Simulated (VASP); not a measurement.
Here is a VASP 6.6.1 calculation.

INCAR

```
  PREC = Accurate
  ENCUT = 520
  EDIFF = 1E-6
  ISMEAR = 0
  SIGMA = 0.01
  LREAL = F
  LASPH = T
  NELM = 60
  ALGO = Normal
  ISIF = 2
  LWAVE = F
  LCHARG = F
  NBANDS = 11
```

The input KPOINTS:

```
regular mesh
0
Gamma
  12 12 12
```

File POSCAR:

```
C
1.0
    0.0000000000      1.7540168978      1.7540168978
    1.7540168978      0.0000000000      1.7540168978
    1.7540168978      1.7540168978      0.0000000000
C
2
Direct
    0.5000000000      0.5000000000      0.5000000000
    0.7500000000      0.7500000000      0.7500000000
```

Potentials or basis: VASP PAW LDA potentials, release 64 (C).

The run is started by

```bash
$ cat potpaw_LDA.64/C/POTCAR > POTCAR
$ mpirun -np 1 vasp_std > vasp.out
```

**Question.** Predict the band gap on the k mesh.

**Answer.** 4.25 eV (least direct gap 5.68 eV).

**Question.** Estimate the pressure.

**Answer.** 11.5 GPa.

Caveat: the cell stands under pressure. A k mesh can miss the band edges.
